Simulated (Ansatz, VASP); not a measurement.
## Sb: VASP beside Ansatz

```xyz
1
Lattice="3.1600 0.0000 0.0000 0.0000 3.1600 0.0000 0.0000 0.0000 3.1600" Properties=species:S:1:pos:R:3 pbc="T T T"
Sb    0.0000    0.0000    0.0000
```

Alike in both runs: task electric field gradients; functional PBE; k mesh 12 × 12 × 12; occupations fermi-dirac, width 0.08 eV; no spin polarisation.

```csv
,VASP,Ansatz
version,VASP 6.6.1,Ansatz 0.2.0
potentials or method,"VASP PAW PBE potentials, release 64 (Sb)","PAW with Ansatz's default frozen-core files, scalar-relativistic"
plane-wave cutoff (eV),520,420
valence electrons in the cell,5,15
```

```csv
,VASP,Ansatz,Ansatz less VASP
pressure (GPa),-2.3,-2.2,+0.05
```

VASP's potentials hold 5 valence electrons a cell and Ansatz's 15, so a difference there can come from the potentials and not from the codes.

Neither program's run includes spin-orbit coupling.
